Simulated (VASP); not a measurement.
**Mg3Se4: relaxation of cell and atoms with PBE**

The system is Mg3Se4.

```
Mg Se
1.0
     6.58820    0.00000    0.00000
    -3.29410    5.70555    0.00000
     0.00000    0.00000    4.96680
Mg Se
3 4
Direct
  0.50000 0.00000 0.50000
  0.00000 0.50000 0.50000
  0.50000 0.50000 0.50000
  0.33333 0.66667 0.50000
  0.66667 0.33333 0.50000
  0.33333 0.66667 0.00000
  0.66667 0.33333 0.00000
```

The cell was built from a structure type or drawn by symmetry, and may not be a known phase.

```json
{"Program": "VASP 6.6.1", "Task": "relaxation of cell and atoms", "Functional": "PBE", "Potentials or basis": "VASP PAW PBE potentials, release 64 (Mg, Se)", "Cutoff": "600 eV", "k mesh": "3 × 3 × 3", "Occupations": "gaussian, width 0.2 eV", "Spin": "no spin polarisation", "Dipole correction": "no", "Further INCAR settings": "ALGO = Normal; EDIFF = 1e-06; IBRION = 2; EDIFFG = -0.08; NSW = 36; ISIF = 3"}
```

| Item | Value |
| --- | --- |
| Relaxed volume | 51.65 Å³/atom |
| Relaxed cell | a = 8.968 Å, b = 8.968 Å, c = 5.191 Å, α = 90.00°, β = 90.00°, γ = 120.00° |
| Space group after relaxing (to 0.1 Å) | P6/mmm (No. 191) |
| Energy gained by relaxing | 2445.3 meV/atom |
| Ionic steps | 16 |
| Pressure after relaxing | 0.0 GPa |
| Band gap on the k mesh | zero (bands 15 and 16 overlap by 0.33 eV) |

The path:
```csv
step,energy change (eV),largest force (eV/Å),pressure (GPa),volume (Å³)
1,0.0000,0.0000,48.44,186.70
2,-15.4921,0.0000,-2.85,492.35
3,-16.7770,0.0000,0.94,346.00
4,-16.8394,0.0000,-0.82,381.31
5,-16.8626,0.0000,-0.37,370.41
6,-16.8622,0.0000,-0.16,365.95
7,-16.9419,0.0000,0.00,361.32
8,-17.0651,0.0000,0.95,346.54
9,-17.0488,0.0000,0.25,354.52
10,-17.0918,0.0000,0.51,350.58
11,-17.0930,0.0000,0.62,349.41
12,-17.0933,0.0000,0.58,349.76
13,-17.1081,0.0000,0.14,360.54
14,-17.1111,0.0000,0.26,357.34
15,-17.1145,0.0000,-0.16,364.33
16,-17.1169,0.0000,-0.01,361.55
```

Final structure:
```
CELL_PARAMETERS angstrom
8.96834 0.00000 0.00000
-4.48417 7.76681 0.00000
0.00000 0.00000 5.19052
ATOMIC_POSITIONS crystal
Mg 0.50000 0.00000 0.50000
Mg 0.00000 0.50000 0.50000
Mg 0.50000 0.50000 0.50000
Se 0.33333 0.66667 0.50000
Se 0.66667 0.33333 0.50000
Se 0.33333 0.66667 0.00000
Se 0.66667 0.33333 0.00000
```

Levels at points of the mesh, in eV from the Fermi level:
```tsv
k point	band 11	band 12	band 13	band 14	band 15	band 16	band 17	band 18	band 19
(0.00, 0.00, 0.00)	-1.35	-1.18	-1.18	-0.90	-0.90	1.29	1.29	1.32	1.32
```

It took 12 min on 1 thread of AMD EPYC 7R43 64-Core Processor (Zen 3), with other jobs on the host, peak memory 0.32 GiB.

Caveat: the k points lie up to 0.40 Å⁻¹ apart in the final cell; the volume moved by over 15 % at a fixed basis, so the end points are rough; semilocal functionals underestimate gaps, so a narrow gap can read as zero.
